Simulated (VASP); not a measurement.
TiSi2:

```
CELL_PARAMETERS angstrom
0.00000 4.11752 4.26290
2.38951 0.00000 4.26290
2.38951 4.11752 0.00000
ATOMIC_POSITIONS crystal
Ti 0.75000 0.75000 0.75000
Ti 0.50000 0.50000 0.50000
Si 0.41257 0.08743 0.41257
Si 0.08743 0.41257 0.08743
Si 0.16257 0.83743 0.16257
Si 0.83743 0.16257 0.83743
```

| Item | Value |
| --- | --- |
| Program | VASP 6.6.1 |
| Task | relaxation of cell and atoms |
| Functional | revPBE |
| Dispersion | D4 |
| Potentials or basis | VASP PAW PBE potentials, release 64 (Ti_sv, Si) |
| Cutoff | 600 eV |
| k mesh | 7 × 7 × 7 |
| Occupations | fermi-dirac, width 0.05 eV |
| Spin | no spin polarisation |

At the start: pressure -4.2 GPa; volume 13.98 Å³/atom.

Q: Where does the relaxation end?

A: Over 8 steps the energy falls by 6.3 meV/atom and the volume is 13.56 Å³/atom (-3.0 %); space group Fddd (No. 70, to 0.1 Å) before and after.

Step by step:
```
step  energy change (eV)  largest force (eV/Å)  pressure (GPa)  volume (Å³)
   1              0.0000                0.0346           -4.15        83.88
   2             -0.0158                0.0506            3.79        79.56
   3             -0.0358                0.0440            0.20        81.36
   4             -0.0371                0.0198           -0.05        81.39
   5             -0.0373                0.0268            0.01        81.38
   6             -0.0374                0.0174            0.00        81.39
   7             -0.0375                0.0057           -0.02        81.40
   8             -0.0375                0.0000            0.00        81.39
```

Final structure:
```
Ti Si
1.0
     0.00000    4.05436    4.24364
     2.36520    0.00000    4.24364
     2.36520    4.05436    0.00000
Ti Si
2 4
Direct
  0.75000 0.75000 0.75000
  0.50000 0.50000 0.50000
  0.41329 0.08671 0.41329
  0.08671 0.41329 0.08671
  0.16329 0.83671 0.16329
  0.83671 0.16329 0.83671
```

Caveat: the PAW data sets were made with another functional, which shifts forces and pressure a little.
